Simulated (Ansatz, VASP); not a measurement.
**One calculation of Au, two programs**

```
CELL_PARAMETERS angstrom
1.41131 -2.55593 0.00000
1.41131 2.55593 0.00000
0.00000 0.00000 4.89317
ATOMIC_POSITIONS crystal
Au 0.66533 0.33467 0.25000
Au 0.33467 0.66533 0.75000
```

Alike in both runs: task single point; functional PBE; k mesh 6 × 6 × 4; no spin polarisation.

|  | VASP | Ansatz |
| --- | --- | --- |
| version | VASP 6.6.1 | Ansatz 0.2.0 |
| potentials or method | VASP PAW PBE potentials, release 64 (Au), cutoff 520 eV | scalar-relativistic, plane waves, PAW |
| occupations | methfessel-paxton of order 1, width 0.1 eV | cold |
| valence electrons in the cell | 22 | 38 |

Ansatz gave:

| Quantity | Value |
| --- | --- |
| gap on the k mesh at the Fermi level (eV) | none |
| pressure (GPa) | 3.3 |
| traceless stress, the component that is largest in VASP (GPa) | -4.90 |
| rms of the force components (eV/Å) | 0.017 |

Which values does VASP return?

gap on the k mesh at the Fermi level (eV): none; pressure (GPa): 3.1; traceless stress, the component that is largest in VASP (GPa): -5.14; rms of the force components (eV/Å): 0.015.

Atom by atom the forces differ by 0.002 eV/Å (rms over components). A gap of «none» marks a metal or a gap that the smearing closes. VASP's potentials hold 22 valence electrons a cell and Ansatz's 38, so a difference there can come from the potentials and not from the codes.

The k mesh is coarse, so the values compare programs but aren't converged. Spin-orbit coupling is off throughout.
